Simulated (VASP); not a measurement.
# PtS2 (fluorite type) (Fm-3m) in VASP: notebook

The runs below take PtS2 (fluorite type) through electric field gradients, single point, with PBE.

Program: VASP 6.6.1. These are calculated values, not measurements. Logs are shortened: lines on timing, memory, paths and dates and some standing lists are left out, and cuts for length are marked.

## Step 1: The cell of the first run

Symmetry: Fm-3m, No. 225, cubic system. Conventional cell: a = 5.971 Å, b = 5.971 Å, c = 5.971 Å, α = 90.00°, β = 90.00°, γ = 90.00°. Within 3.4 Å of Pt (site symmetry m-3m) lie 8 S at 2.59 Å. S (site symmetry -43m) has 4 Pt at 2.59 Å and 6 S at 2.99 Å within 3.4 Å.

## Step 2: Electric field gradients, PBE

Contents of INCAR:

```
PREC = Accurate
ENCUT = 520
EDIFF = 1E-8
ISMEAR = -1
SIGMA = 0.05
LREAL = False
LASPH = True
NELM = 60
ALGO = Normal
ISIF = 2
LWAVE = False
LCHARG = False
GGA = PE
LEFG = True
NBANDS = 18
```

Contents of KPOINTS:

```
regular mesh
0
Gamma
  11 11 11
```

Contents of POSCAR:

```
PtS2
1.0
    0.0000000000      2.9857144696      2.9857144696
    2.9857144696      0.0000000000      2.9857144696
    2.9857144696      2.9857144696      0.0000000000
Pt S
1 2
Direct
    0.0000000000      0.0000000000      0.0000000000
    0.2500000000      0.2500000000      0.2500000000
    0.7500000000      0.7500000000      0.7500000000
```

Potentials or basis: VASP PAW PBE potentials, release 64 (Pt, S).

On the command line:

```bash
cat potpaw_PBE.64/Pt/POTCAR potpaw_PBE.64/S/POTCAR > POTCAR
mpirun -np 1 vasp_std > vasp.out
```

OUTCAR:

```text
PREC = Accurate
   ENCUT = 520
   EDIFF = 1E-8
   ISMEAR = -1
   LREAL = False
   LASPH = True
   NELM = 60
   ISIF = 2
   GGA = PE

 ion  position               nearest neighbor table
   1  0.000  0.000  0.000-   3 2.59   3 2.59   3 2.59   2 2.59   3 2.59   2 2.59   2 2.59   2 2.59

   2  0.250  0.250  0.250-   1 2.59   1 2.59   1 2.59   1 2.59
   3  0.750  0.750  0.750-   1 2.59   1 2.59   1 2.59   1 2.59

  LATTYP: Found a face centered cubic cell.
 ALAT       =     5.9714289392

  Lattice vectors:

 A1 = (   0.0000000000,   2.9857144696,   2.9857144696)
 A2 = (   2.9857144696,   0.0000000000,   2.9857144696)
 A3 = (   2.9857144696,   2.9857144696,   0.0000000000)

Analysis of symmetry for initial positions (statically):
=====================================================================
 Subroutine PRICEL returns:
 Original cell was already a primitive cell.

 Routine SETGRP: Setting up the symmetry group for a
 face centered cubic supercell.

 Subroutine GETGRP returns: Found 48 space group operations
 (whereof 48 operations were pure point group operations)
 out of a pool of 48 trial point group operations.

The static configuration has the point symmetry O_h .

Analysis of symmetry for dynamics (positions and initial velocities):
=====================================================================
 Subroutine PRICEL returns:
 Original cell was already a primitive cell.

 Routine SETGRP: Setting up the symmetry group for a
 face centered cubic supercell.

 Subroutine GETGRP returns: Found 48 space group operations
 (whereof 48 operations were pure point group operations)
 out of a pool of 48 trial point group operations.

The dynamic configuration has the point symmetry O_h .

 Subroutine INISYM returns: Found 48 space group operations
 (whereof 48 operations are pure point group operations),
 and found     1 'primitive' translations

----------------------------------------------------------------------------------------

                                     Primitive cell

  volume of cell :      53.2322

  direct lattice vectors                    reciprocal lattice vectors
     0.000000000  2.985714470  2.985714470    -0.167464105  0.167464105  0.167464105
     2.985714470  0.000000000  2.985714470     0.167464105 -0.167464105  0.167464105
     2.985714470  2.985714470  0.000000000     0.167464105  0.167464105 -0.167464105

  length of vectors
     4.222437896  4.222437896  4.222437896     0.290056337  0.290056337  0.290056337

  position of ions in fractional coordinates (direct lattice)
     0.000000000  0.000000000  0.000000000
     0.250000000  0.250000000  0.250000000
     0.750000000  0.750000000  0.750000000

  ion indices of the primitive-cell ions
   primitive index   ion index
                 1           1
                 2           2
                 3           3

----------------------------------------------------------------------------------------

 KPOINTS: regular mesh

Automatic generation of k-mesh.
 Grid dimensions read from file:
 generate k-points for:   11   11   11

 Generating k-lattice:

  Cartesian coordinates                     Fractional coordinates (reciprocal lattice)
    -0.015224010  0.015224010  0.015224010     0.090909091  0.000000000  0.000000000
     0.015224010 -0.015224010  0.015224010     0.000000000  0.090909091  0.000000000
     0.015224010  0.015224010 -0.015224010     0.000000000  0.000000000  0.090909091

  Length of vectors
     0.026368758  0.026368758  0.026368758

  Shift w.r.t. Gamma in fractional coordinates (k-lattice)
     0.000000000  0.000000000  0.000000000

 Subroutine IBZKPT returns following result:
 ===========================================

 Found     56 irreducible k-points:

 Following reciprocal coordinates:
            Coordinates               Weight
  0.000000  0.000000  0.000000      1.000000
  0.090909  0.000000  0.000000      8.000000
  0.181818  0.000000  0.000000      8.000000
  0.272727  0.000000  0.000000      8.000000
  0.363636  0.000000  0.000000      8.000000
  0.454545  0.000000  0.000000      8.000000
[... 16 lines left out ...]
 -0.272727  0.181818  0.000000     24.000000
 -0.181818  0.181818  0.000000     12.000000
 [... further k-points ...]
   k-points           NKPTS =     56   k-points in BZ     NKDIM =     56   number of bands    NBANDS=     18
   number of dos      NEDOS =    301   number of ions     NIONS =      3
   total plane-waves  NPLWV =  32768
   dimension x,y,z NGX =    32 NGY =   32 NGZ =   32
   dimension x,y,z NGXF=    64 NGYF=   64 NGZF=   64
   ions per type =               1   2
   NGX,Y,Z   is equivalent  to a cutoff of  12.60, 12.60, 12.60 a.u.
   NGXF,Y,Z  is equivalent  to a cutoff of  25.20, 25.20, 25.20 a.u.
 SYSTEM =  unknown system
   PREC   = accura    normal or accurate (medium, high low for compatibility)
   ISTART =      0    job   : 0-new  1-cont  2-samecut
   ICHARG =      2    charge: 1-file 2-atom 10-const
   ISPIN  =      1    spin polarized calculation?
   LNONCOLLINEAR =      F non collinear calculations
   LSORBIT =      F    spin-orbit coupling
   LASPH  =      T    aspherical Exc in radial PAW
   ENCUT  =  520.0 eV  38.22 Ry    6.18 a.u.   7.85  7.85  7.85*2*pi/ulx,y,z
   NELM   =     60;   NELMIN=  2; NELMDL= -5     # of ELM steps
   EDIFF  = 0.1E-07   stopping-criterion for ELM
   LREAL  =      F    real-space projection
   EDIFFG = 0.1E-06   stopping-criterion for IOM
   NSW    =      0    number of steps for IOM
   IBRION =     -1    ionic relax: 0-MD 1-quasi-New 2-CG
   NFREE  =      0    steps in history (QN), initial steepest desc. (CG)
   ISIF   =      2    stress and relaxation
   ISYM   =      2    0-nonsym 1-usesym 2-fastsym
   POTIM  = 0.5000    time-step for ionic-motion
   TEBEG  =    0.0;   TEEND  =   0.0 temperature during run
   PSTRESS=    0.0 pullay stress
   NELECT =      22.0000    total number of electrons
   NUPDOWN=      -1.0000    fix difference up-down
   EMIN   =  10.00;   EMAX   =-10.00  energy-range for DOS
   EFERMI =   0.00;   METHOD = LEGACY
   ISMEAR =    -1;   SIGMA  =   0.05  broadening in eV -4-tet -1-fermi 0-gaus
   EFERMI_NEDOS =   21; number of points for ismear=-14 and -15
   IALGO  =     38    algorithm
   IMIX   =      4    mixing-type and parameters
     AMIX     =   0.40;   BMIX     =  1.00
     AMIX_MAG =   1.60;   BMIX_MAG =  1.00
  volume/ion in A,a.u.               =      17.74       119.74
  Fermi-wavevector in a.u.,A,eV,Ry     =   1.219432  2.304392 20.232047  1.487013
  Thomas-Fermi vector in A             =   2.354684
   LORBIT       =      0    0 simple, 1 ext, 2 COOP (PROOUT), +10 PAW based schemes
   GGA     = PE    functional components
   LHFCALC =     F    Hartree Fock is set to
   AEXX    =    0.0000 exact exchange contribution
   IVDW    =     0    specifies the selected vdW correction
   LEPSILON=     F    determine dielectric tensor
   LRPA    =     F    only Hartree local field effects (RPA)
 non-spin polarized calculation
  energy-cutoff  :      520.00
  volume of cell :       53.23
 maximum number of plane-waves:      1459
   NGX = 15   NGY = 15   NGZ = 15

 number of electron      22.0000001 magnetization

 Free energy of the ion-electron system (eV)
  ---------------------------------------------------
  ext. energy  EPLUGINS =         0.00000000
  ---------------------------------------------------
  free energy    TOTEN  =       -13.56539775 eV

  energy without entropy =      -13.54654832  energy(sigma->0) =      -13.55597304

 E-fermi :   7.9623     XC(G=0): -10.9628

 val. band max:        7.9268713857   @ k =   0.2727   0.1818   0.0000
 cond. band min:       7.9847382521   @ k =  -0.4545   0.3636   0.1818
 fundamental gap:      0.0578668665
 Fermi energy:         7.9622685130

 k-point     1 :       0.0000    0.0000    0.0000
  band No.  band energies     occupation
      1      -8.1610      2.00000
      2      -3.7422      2.00000
      3       0.7289      2.00000
      4       0.7289      2.00000
      5       0.7289      2.00000
      6       3.8578      2.00000
[... 10 lines left out ...]
     17      11.5767      0.00000
     18      16.0097      0.00000
[... 463 lines left out ...]
 k-point    24 :      -0.1818    0.1818    0.0000
  band No.  band energies     occupation
      1      -7.3817      2.00000
      2      -4.9219      2.00000
      3       0.9208      2.00000
      4       1.3350      2.00000
      5       2.9278      2.00000
      6       2.9898      2.00000
[... 10 lines left out ...]
     17      15.0390      0.00000
     18      16.7846      0.00000

 [... further k-points ...]
[... 5 lines left out ...]
  --------------------------------------------------------------------------------------
  -------------------------------------------------------------------------------------
  Total       -0.0721658     -0.0721658     -0.0721658      0.0000000      0.0000000     -0.0000000
  in kB       -2.1720360     -2.1720360     -2.1720360      0.0000000      0.0000000     -0.0000000
  external PRESSURE =      -2.1720360 kB  Pullay stress =       0.0000000 kB

 VOLUME and BASIS-vectors are now :
 -----------------------------------------------------------------------------
  energy-cutoff  :      520.00
  volume of cell :       53.23
      direct lattice vectors                 reciprocal lattice vectors
     0.000000000  2.985714470  2.985714470    -0.167464105  0.167464105  0.167464105
     2.985714470  0.000000000  2.985714470     0.167464105 -0.167464105  0.167464105
     2.985714470  2.985714470  0.000000000     0.167464105  0.167464105 -0.167464105

 POSITION                                       TOTAL-FORCE (eV/Angst)
 -----------------------------------------------------------------------------------
      0.00000      0.00000      0.00000        -0.000000      0.000000     -0.000000
      1.49286      1.49286      1.49286         0.000000      0.000000      0.000000
      4.47857      4.47857      4.47857         0.000000     -0.000000     -0.000000
 -----------------------------------------------------------------------------------
    total drift:                                0.000000     -0.000000      0.000000

  FREE ENERGIE OF THE ION-ELECTRON SYSTEM (eV)
  ---------------------------------------------------
  free  energy   TOTEN  =       -13.5653977513 eV

  energy  without entropy=      -13.5465483220  energy(sigma->0) =      -13.55597304

 Electric field gradients (V/A^2)
---------------------------------------------------------------------
 ion       V_xx      V_yy      V_zz      V_xy      V_xz      V_yz
---------------------------------------------------------------------
   1      -0.000    -0.000     0.000     0.000     0.000     0.000
   2       0.000    -0.000     0.000    -0.001    -0.001    -0.001
   3       0.000    -0.000     0.000    -0.001    -0.001    -0.001
---------------------------------------------------------------------

 Electric field gradients after diagonalization (V/A^2)
 (convention: |V_zz| > |V_xx| > |V_yy|)
----------------------------------------------------------------------
 ion       V_xx      V_yy      V_zz     asymmetry (V_yy - V_xx)/ V_zz
----------------------------------------------------------------------
   1      -0.000    -0.000     0.000       0.000
   2       0.001     0.001    -0.001       0.000
   3       0.001     0.001    -0.001       0.000
----------------------------------------------------------------------

           NMR quadrupolar parameters

 Cq : quadrupolar parameter    Cq=e*Q*V_zz/h
 eta: asymmetry parameters     (V_yy - V_xx)/ V_zz
 Q  : nuclear electric quadrupole moment in mb (millibarn)
----------------------------------------------------------------------
 ion       Cq(MHz)       eta       Q (mb)
----------------------------------------------------------------------
   1       0.000       0.000       1.000
   2      -0.000       0.000       1.000
   3      -0.000       0.000       1.000
----------------------------------------------------------------------
```

Run time: 34 s. Hardware: 1 thread of Intel Xeon Platinum 8259CL at 2.50GHz (Skylake/Cascade Lake), shared host; peak memory 0.2 GiB.

Results:

```yaml
Free_energy: -13.5654 eV
Pressure: -0.2 GPa
Band_gap_on_the_k_mesh: zero (bands 11 and 12 overlap by 0.57 eV)
Largest_electric_field_gradient_by_atom: under 0.05 V/Å² on every atom
```

Levels at points of the mesh, in eV from the Fermi level:
| k point | band 8 | band 9 | band 10 | band 11 | band 12 | band 13 | band 14 | band 15 |
| --- | --- | --- | --- | --- | --- | --- | --- | --- |
| (0.00, 0.00, 0.00) | -1.54 | -1.54 | -1.54 | 0.36 | 0.36 | 0.36 | 2.80 | 3.61 |

Caveat: spin-orbit coupling is left out, which moves the levels of the heavy elements.

## Step 3: Single point, PBE

POSCAR is that of step 2.

Contents of INCAR.step1:

```
SYSTEM = PtS2
PREC = Accurate
ENCUT = 520
EDIFF = 1E-6
ISMEAR = -1
SIGMA = 0.05
LREAL = .FALSE.
LASPH = .TRUE.
NELM = 60
ALGO = Normal
ISIF = 2
LWAVE = .FALSE.
LCHARG = .TRUE.
LMAXMIX = 4
GGA = PE
NBANDS = 18
```

Contents of KPOINTS.step1:

```
regular mesh
0
G
  11 11 11
  0 0 0
```

Contents of INCAR.step2:

```
SYSTEM = PtS2
PREC = Accurate
ENCUT = 520
EDIFF = 1E-6
ISMEAR = -5
SIGMA = 0.05
LREAL = .FALSE.
LASPH = .TRUE.
NELM = 60
ALGO = Normal
ISIF = 2
LWAVE = .FALSE.
LCHARG = .FALSE.
LMAXMIX = 4
GGA = PE
LORBIT = 11
NBANDS = 18
NEDOS = 2001
ICHARG = 11
```

Contents of KPOINTS.step2:

```
regular mesh
0
G
  17 17 17
  0 0 0
```

Potentials or basis: VASP PAW PBE potentials, release 64 (Pt, S).

On the command line:

```bash
cat potpaw_PBE.64/Pt/POTCAR potpaw_PBE.64/S/POTCAR > POTCAR
cp INCAR.step1 INCAR
cp KPOINTS.step1 KPOINTS
mpirun -np 1 vasp_std > vasp.out
cp INCAR.step2 INCAR
cp KPOINTS.step2 KPOINTS
mpirun -np 1 vasp_std > vasp.out
```

Wall time 82 s (1 thread of Intel Xeon Platinum 8259CL at 2.50GHz (Skylake/Cascade Lake), shared host); peak memory 0.28 GiB.

Results (log left out):

* Valence electrons inside the program's atomic spheres: Pt 9.09; S 3.56

Levels at points of the mesh, in eV from the Fermi level:
```
           k point  band 8  band 9  band 10  band 11  band 12  band 13  band 14  band 15
(0.00, 0.00, 0.00)   -1.55   -1.55    -1.55     0.35     0.35     0.35     2.79     3.61
```

Caveat: spin-orbit coupling is left out, which moves the levels of the heavy elements.

The gap in the log of VASP goes by the Fermi energy; the results here count the filled bands.